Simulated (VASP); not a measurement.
# AlGa3N4 (Pm) in VASP: a series of runs, part 2 of 2

VASP 6.6.1. The steps go on from the part before.

**3. Single point, PBEsol (strain +0.030 along x and y, -0.030 along z)**

Input file INCAR:

```
SYSTEM = AlGa3N4
PREC = Accurate
ENCUT = 520
EDIFF = 1E-6
ISMEAR = 0
SIGMA = 0.05
LREAL = .FALSE.
LASPH = .TRUE.
NELM = 80
ALGO = Normal
ISIF = 2
LWAVE = .FALSE.
LCHARG = .FALSE.
GGA = PS
NBANDS = 41
```

Input file KPOINTS:

```
Automatic mesh
0
G
  6 8 6
  0 0 0
```

Input file POSCAR:

```
AlGa3N4
1.0
    5.2966217354      0.0000000000      0.0001178576
    0.0000000000      3.2599343446      0.0000000000
   -0.0036932605      0.0000000000      5.3141393136
Al Ga N
1 3 4
Direct
    0.0006034227      0.5000000000      0.6673576245
    0.4991167030      0.5000000000      0.3349195796
    0.4990273845      0.0000000000      0.8315570005
    0.9998617813      0.0000000000      0.1661805284
    0.1196687538      0.5000000000      0.3400974154
    0.1176459792      0.0000000000      0.8263760592
    0.6204436392      0.0000000000      0.1662162869
    0.6312323464      0.5000000000      0.6672965055
```

Potentials or basis: VASP PAW PBE potentials, release 64 (Al, Ga_d, N).

The run is started by

```bash
cat potpaw_PBE.64/Al/POTCAR potpaw_PBE.64/Ga_d/POTCAR potpaw_PBE.64/N/POTCAR > POTCAR
mpirun -np 1 vasp_std > vasp.out
```

Run time: 3.2 min. Hardware: 1 thread of Intel Xeon Platinum 8488C (Sapphire Rapids), shared host; peak memory 0.4 GiB.

The run converged. Its results:

```yaml
Free_energy: -54.7664 eV
Pressure: -4.6 GPa
Largest_force: 0.690 eV/Å
Band_gap_on_the_k_mesh: 1.97 eV, direct
```

Forces on the atoms (eV/Å):
```
Al  -0.295  0.000  0.515
Ga  -0.265  0.000 -0.506
Ga  -0.228  0.000 -0.525
Ga  -0.254  0.000  0.514
N    0.303  0.000 -0.619
N    0.204  0.000 -0.567
N    0.249  0.000  0.629
N    0.287  0.000  0.560
```

Stress tensor (GPa, compression positive):
```
-11.79   0.00   0.03
  0.00 -10.24   0.00
  0.03   0.00   8.08
```

Levels at points of the mesh, in eV from the valence-band top:
```
           k point  band 28  band 29  band 30  band 31  band 32  band 33  band 34  band 35
(0.00, 0.00, 0.00)    -0.89    -0.28    -0.21     0.00     1.97     4.32     4.64     5.14
(0.50, 0.00, 0.00)    -0.82    -0.63    -0.50    -0.27     3.89     4.02     4.26     4.72
(0.00, 0.50, 0.00)    -2.23    -2.20    -1.84    -1.78     5.29     5.32     6.38     6.66
(0.50, 0.50, 0.00)    -1.88    -1.69    -1.67    -1.65     5.28     5.53     5.59     5.95
(0.00, 0.00, 0.50)    -0.92    -0.88    -0.68    -0.65     4.08     4.20     5.57     5.96
(0.50, 0.00, 0.50)    -1.81    -1.45    -1.42    -1.38     4.85     4.90     4.98     5.40
(0.00, 0.50, 0.50)    -2.17    -2.13    -0.95    -0.83     5.13     5.18     5.48     5.55
(0.50, 0.50, 0.50)    -1.78    -1.62    -1.62    -1.58     4.12     4.16     4.26     4.66
```

Caveat: the cell differs from its parent crystal (strain +0.030 along x and y, -0.030 along z); the PAW data sets were made with another functional, which shifts forces and pressure a little.

**4. Single point, PBEsol (strain +0.000 along x and y, -0.015 along z)**

Input file INCAR:

```
ALGO = Normal
EDIFF = 1E-7
ENCUT = 520
GGA = PS
ISIF = 2
ISMEAR = 0
LASPH = T
LCHARG = F
LREAL = F
LWAVE = F
NBANDS = 41
NELM = 100
PREC = Accurate
SIGMA = 0.05
```

Input file KPOINTS:

```
k-points
0
Gamma
  6 8 6
```

POSCAR, as its differences from that of step 3:

```diff
@@ -2,5 +2,5 @@
 1.0
-    5.2966217354      0.0000000000      0.0001178576
-    0.0000000000      3.2599343446      0.0000000000
-   -0.0036932605      0.0000000000      5.3141393136
+    5.1423511994      0.0000000000      0.0001196802
+    0.0000000000      3.1649848006      0.0000000000
+   -0.0035856898      0.0000000000      5.3963167256
 Al Ga N
```

The run is started by

```bash
cat potpaw_PBE.64/Al/POTCAR potpaw_PBE.64/Ga_d/POTCAR potpaw_PBE.64/N/POTCAR > POTCAR
mpirun -np 1 vasp_std > vasp.out
```

It took 5.4 min on 1 thread of Intel Xeon Platinum 8488C (Sapphire Rapids), shared host; peak memory 0.39 GiB.

It converged, with:

```
Free energy            : -55.0002 eV
Pressure               : 2.9 GPa
Largest force          : 0.201 eV/Å
Band gap on the k mesh : 2.45 eV, direct
```

Forces on the atoms (eV/Å):
```
Al  -0.085  0.000  0.147
Ga  -0.088  0.000 -0.133
Ga  -0.081  0.000 -0.150
Ga  -0.087  0.000  0.134
N    0.098  0.000 -0.176
N    0.073  0.000 -0.147
N    0.082  0.000  0.168
N    0.088  0.000  0.157
```

Stress tensor (GPa, compression positive):
```
0.83 0.00 0.01
0.00 1.40 0.00
0.01 0.00 6.39
```

Levels at points of the mesh, in eV from the valence-band top:
| k point | band 28 | band 29 | band 30 | band 31 | band 32 | band 33 | band 34 | band 35 |
| --- | --- | --- | --- | --- | --- | --- | --- | --- |
| (0.00, 0.00, 0.00) | -0.93 | -0.12 | -0.04 | 0.00 | 2.45 | 4.74 | 5.11 | 5.67 |
| (0.50, 0.00, 0.00) | -0.72 | -0.70 | -0.39 | -0.32 | 4.37 | 4.49 | 4.68 | 5.09 |
| (0.00, 0.50, 0.00) | -2.17 | -2.13 | -1.87 | -1.83 | 5.52 | 5.55 | 6.97 | 7.15 |
| (0.50, 0.50, 0.00) | -1.77 | -1.55 | -1.52 | -1.50 | 5.72 | 5.91 | 5.99 | 6.27 |
| (0.00, 0.00, 0.50) | -0.81 | -0.69 | -0.60 | -0.42 | 4.61 | 4.75 | 6.13 | 6.46 |
| (0.50, 0.00, 0.50) | -1.66 | -1.26 | -1.23 | -1.18 | 5.31 | 5.38 | 5.47 | 5.82 |
| (0.00, 0.50, 0.50) | -2.27 | -2.20 | -0.98 | -0.86 | 5.01 | 5.26 | 5.65 | 5.83 |
| (0.50, 0.50, 0.50) | -1.77 | -1.75 | -1.71 | -1.71 | 4.36 | 4.43 | 4.52 | 4.90 |

Caveat: the cell differs from its parent crystal (strain +0.000 along x and y, -0.015 along z); the PAW data sets were made with another functional, which shifts forces and pressure a little.

**5. Single point, PBEsol (strain -0.015 along x and y, +0.030 along z)**

Input file INCAR:

```
SYSTEM = AlGa3N4
PREC = Accurate
ENCUT = 520
EDIFF = 1E-6
ISMEAR = 0
SIGMA = 0.05
LREAL = .FALSE.
LASPH = .TRUE.
NELM = 80
ALGO = Normal
ISIF = 2
LWAVE = .FALSE.
LCHARG = .FALSE.
GGA = PS
NBANDS = 41
```

Input file KPOINTS:

```
Automatic mesh
0
G
  6 8 6
  0 0 0
```

POSCAR, as its differences from that of step 4:

```diff
@@ -2,5 +2,5 @@
 1.0
-    5.1423511994      0.0000000000      0.0001196802
-    0.0000000000      3.1649848006      0.0000000000
-   -0.0035856898      0.0000000000      5.3963167256
+    5.0652159314      0.0000000000      0.0001251478
+    0.0000000000      3.1175100286      0.0000000000
+   -0.0035319045      0.0000000000      5.6428489618
 Al Ga N
```

Potentials or basis: VASP PAW PBE potentials, release 64 (Al, Ga_d, N).

The run is started by

```bash
cat potpaw_PBE.64/Al/POTCAR potpaw_PBE.64/Ga_d/POTCAR potpaw_PBE.64/N/POTCAR > POTCAR
mpirun -np 1 vasp_std > vasp.out
```

OUTCAR:

```text
SYSTEM = AlGa3N4
   PREC = Accurate
   ENCUT = 520
   EDIFF = 1E-6
   ISMEAR = 0
   LREAL = .FALSE.
   LASPH = .TRUE.
   NELM = 80
   ISIF = 2
   GGA = PS

 ion  position               nearest neighbor table
   1  0.001  0.500  0.667-   8 1.87   6 1.89   6 1.89   5 1.94   3 3.11   3 3.11   3 3.12   3 3.12

   2  0.499  0.500  0.335-   5 1.92   7 1.93   7 1.93   8 1.99
   3  0.499  0.000  0.832-   6 1.93   8 1.93   8 1.93   7 1.99   1 3.11   1 3.11   1 3.12   1 3.12

   4  1.000  0.000  0.166-   7 1.92   5 1.94   5 1.94   6 2.01
   5  0.120  0.500  0.340-   2 1.92   4 1.94   4 1.94   1 1.94
   6  0.118  0.000  0.826-   1 1.89   1 1.89   3 1.93   4 2.01
   7  0.620  0.000  0.166-   4 1.92   2 1.93   2 1.93   3 1.99
[... 1273 lines left out ...]
  in kB       59.9995094     43.2090719    -93.9218967      0.0000000      0.0000000     -0.3524949
  external PRESSURE =       3.0955615 kB  Pullay stress =       0.0000000 kB

 VOLUME and BASIS-vectors are now :
 -----------------------------------------------------------------------------
  energy-cutoff  :      520.00
  volume of cell :       89.11
      direct lattice vectors                 reciprocal lattice vectors
     5.065215931  0.000000000  0.000125148     0.197424947  0.000000000  0.000123570
     0.000000000  3.117510029  0.000000000     0.000000000  0.320768816  0.000000000
    -0.003531904  0.000000000  5.642848962    -0.000004379  0.000000000  0.177215444

 POSITION                                       TOTAL-FORCE (eV/Angst)
 -----------------------------------------------------------------------------------
      0.00070      1.55876      3.76580         0.256150      0.000000     -0.303837
      2.52695      1.55876      1.88996         0.247798      0.000000      0.304305
      2.52474      0.00000      4.69241         0.222484      0.000000      0.323082
      5.06393      0.00000      0.93786         0.212703      0.000000     -0.289927
      0.60495      1.55876      1.91913        -0.252635      0.000000      0.375481
      0.59298      0.00000      4.66313        -0.187249      0.000000      0.350931
      3.14209      0.00000      0.93801        -0.220265      0.000000     -0.395297
      3.19497      1.55876      3.76553        -0.278986      0.000000     -0.364737
 -----------------------------------------------------------------------------------
    total drift:                                0.000371      0.000000      0.000209

  FREE ENERGIE OF THE ION-ELECTRON SYSTEM (eV)
  ---------------------------------------------------
  free  energy   TOTEN  =       -54.9043856640 eV

  energy  without entropy=      -54.9043856640  energy(sigma->0) =      -54.90438566
```

It took 4.8 min on 1 thread of Intel Xeon Platinum 8488C (Sapphire Rapids), shared host; peak memory 0.4 GiB.

What came out:

| Quantity | Value |
| --- | --- |
| Free energy | -54.9044 eV |
| Pressure | 0.3 GPa |
| Largest force | 0.459 eV/Å |
| Band gap on the k mesh | 2.29 eV, direct |

Forces on the atoms (eV/Å):
```
Al   0.256  0.000 -0.304
Ga   0.248  0.000  0.304
Ga   0.222  0.000  0.323
Ga   0.213  0.000 -0.290
N   -0.253  0.000  0.375
N   -0.187  0.000  0.351
N   -0.220  0.000 -0.395
N   -0.279  0.000 -0.365
```

Stress tensor (GPa, compression positive):
```
 6.00  0.00 -0.04
 0.00  4.32  0.00
-0.04  0.00 -9.39
```

Caveat: the cell differs from its parent crystal (strain -0.015 along x and y, +0.030 along z); the PAW data sets were made with another functional, which shifts forces and pressure a little.

**6. The runs side by side**

```tsv
cell	gap on the mesh (eV)	pressure (GPa)	largest force (eV/Å)
a = 5.142, b = 3.165, c = 5.643 Å, 8 atoms	2.13	-5.3	0.27
a = 5.297, b = 3.260, c = 5.314 Å, 8 atoms	1.97	-4.6	0.69
a = 5.142, b = 3.165, c = 5.396 Å, 8 atoms	2.45	2.9	0.20
a = 5.065, b = 3.118, c = 5.643 Å, 8 atoms	2.29	0.3	0.46
```

Alike in all rows: task single point; level PBEsol; potentials or basis VASP PAW PBE potentials, release 64 (Al, Ga_d, N); no spin polarisation; k mesh 6 × 8 × 6; cutoff (eV) 520; smearing gaussian 0.05 eV.

Caveats: the PAW data sets were made with another functional, which shifts forces and pressure a little.

Total energies depend on the potentials used, so only differences within one code and one set of settings carry meaning.
